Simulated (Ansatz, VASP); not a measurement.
## Two plane-wave programs on InGa2P3

```
In Ga P
1.0
     3.86741    0.00000    0.00000
    -1.93370    3.34927    0.00000
     0.00000    0.00000    9.47317
In Ga P
1 2 3
Direct
  0.33333 0.66667 0.66667
  0.00000 0.00000 0.00000
  0.66667 0.33333 0.33333
  0.00000 0.00000 0.75000
  0.33333 0.66667 0.41667
  0.66667 0.33333 0.08333
```

Alike in both runs: task relaxation of cell and atoms; functional PBE; k mesh 6 × 6 × 2; occupations gaussian, width 0.1 eV; no spin polarisation.

```csv
,VASP,Ansatz
version,VASP 6.6.1,Ansatz 0.2.0
potentials or method,"VASP PAW PBE potentials, release 64 (In_d, Ga_d, P), cutoff 600 eV","scalar-relativistic, plane waves, PAW"
valence electrons in the cell,54,54
```

VASP gave:

| Property | Result |
| --- | --- |
| gap on the k mesh at the Fermi level, each at its own relaxed structure (eV) | 0.78 |
| relaxed volume (Å³/atom) | 22.69 |
| relaxed length of the cell vector where the two differ most in proportion (Å) | 9.817 |

Q: What did Ansatz give for the same quantities?

A: gap on the k mesh at the Fermi level, each at its own relaxed structure (eV): 0.78; relaxed volume (Å³/atom): 22.69; relaxed length of the cell vector where the two differ most in proportion (Å): 9.827.
